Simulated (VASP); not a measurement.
**MgCdS4: single point with PBE**

The system is MgCdS4.

```
Mg Cd S
1.0
     5.57400    0.00000    0.00000
    -2.78700    4.82723    0.00000
     0.00000    0.00000    5.40238
Mg Cd S
1 1 4
Direct
  0.00000 0.00000 0.00000
  0.00000 0.00000 0.50000
  0.33333 0.66667 0.68146
  0.33333 0.66667 0.31854
  0.66667 0.33333 0.31854
  0.66667 0.33333 0.68146
```

The cell was generated, and may not be a known phase.

```
Program                : VASP 6.6.1
Task                   : single point
Functional             : PBE
Potentials or basis    : VASP PAW PBE potentials, release 64 (Mg, Cd, S)
Cutoff                 : 520 eV
k mesh                 : 12 × 12 × 8
Occupations            : gaussian, width 0.1 eV
Spin                   : no spin polarisation
Dipole correction      : no
Further INCAR settings : ALGO = Normal; EDIFF = 1e-06; NBANDS = 28
```

The pressure is -0.3 GPa. The largest force is 0.191 eV/Å and the band gap on the k mesh is zero (bands 19 and 20 overlap by 0.66 eV).

Forces on the atoms (eV/Å):
```
Mg   0.000  0.000  0.000
Cd   0.000  0.000  0.000
S    0.000  0.000 -0.191
S    0.000  0.000  0.191
S    0.000  0.000  0.191
S    0.000  0.000 -0.191
```

Stress tensor (GPa, compression positive):
```
-0.02  0.00  0.00
 0.00 -0.02  0.00
 0.00  0.00 -0.86
```

Levels at points of the mesh, in eV from the Fermi level:
```csv
k point,band 15,band 16,band 17,band 18,band 19,band 20,band 21,band 22,band 23,band 24
"(0.00, 0.00, 0.00)",-3.46,-2.81,-1.48,-1.48,0.31,0.31,1.56,2.76,3.35,3.35
"(0.50, 0.00, 0.00)",-2.44,-1.73,-1.69,-1.34,0.19,0.84,2.20,2.50,2.90,3.17
"(0.00, 0.00, 0.50)",-3.27,-2.14,-2.04,-2.04,-1.40,-0.35,-0.35,1.54,2.98,4.60
"(0.50, 0.00, 0.50)",-3.07,-2.42,-2.33,-0.68,-0.29,0.49,0.64,1.50,2.31,4.02
```

Run time: 10 min on 1 thread of Intel Xeon 8259CL (shared host), peak memory 0.47 GiB.

Caveat: semilocal functionals underestimate gaps, and a narrow one can read as zero.
